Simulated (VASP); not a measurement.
Input of a VASP 6.6.1 run:

File POSCAR:

```
BAs
1.0
    0.0000000000      2.4875423082      2.3474255164
    2.4875423082      0.0000000000      2.3474255164
    2.4875423082      2.4875423082      0.0000000000
B As
1 1
Direct
    0.0000000000      0.0000000000      0.0000000000
    0.2500000000      0.2500000000      0.2500000000
```

INCAR.step1

```
  PREC = Accurate
  ENCUT = 520
  ISMEAR = -1
  SIGMA = 0.02
  LREAL = False
  LASPH = True
  NELM = 150
  MAGMOM = 0 0 0 0 0 0
  LSORBIT = True
  GGA_COMPAT = False
  NBANDS = 20
  GGA = PE
  ALGO = Normal
  EDIFF = 1E-4
  LWAVE = True
  LCHARG = False
```

File INCAR.step2:

```
  PREC = Accurate
  ENCUT = 520
  EDIFF = 1E-6
  ISMEAR = -1
  SIGMA = 0.02
  LREAL = False
  LASPH = True
  NELM = 150
  ALGO = Normal
  ISIF = 2
  LWAVE = False
  LCHARG = True
  MAGMOM = 0 0 0 0 0 0
  LORBIT = 11
  LSORBIT = True
  GGA_COMPAT = False
  LORBMOM = True
  METAGGA = R2SCAN
  LMIXTAU = True
  LVHAR = True
  NBANDS = 20
  ISTART = 1
```

The input KPOINTS:

```
Automatic mesh
0
Gamma
  10 10 10
```

Potentials or basis: VASP PAW PBE potentials, release 64 (B, As).

Launch:

```console
$ cat potpaw_PBE.64/B/POTCAR potpaw_PBE.64/As/POTCAR > POTCAR
$ cp INCAR.step1 INCAR
$ mpirun -np 1 vasp_ncl > vasp.out
$ cp INCAR.step2 INCAR
$ mpirun -np 1 vasp_ncl > vasp.out
```

Question: What does it give for the pressure?

Answer: -7.3 GPa.

Question: Estimate the net moment.

Answer: 0.00 μB per cell.

Moments on the atoms (μB; x, y, z):
```
B   0.00 0.00 0.00
As  0.00 0.00 0.00
```

Caveat: the cell differs from its parent crystal (epitaxial xy strain +4.0%); the cell stands under tension; the PAW data sets were made with another functional, which shifts forces and pressure a little.
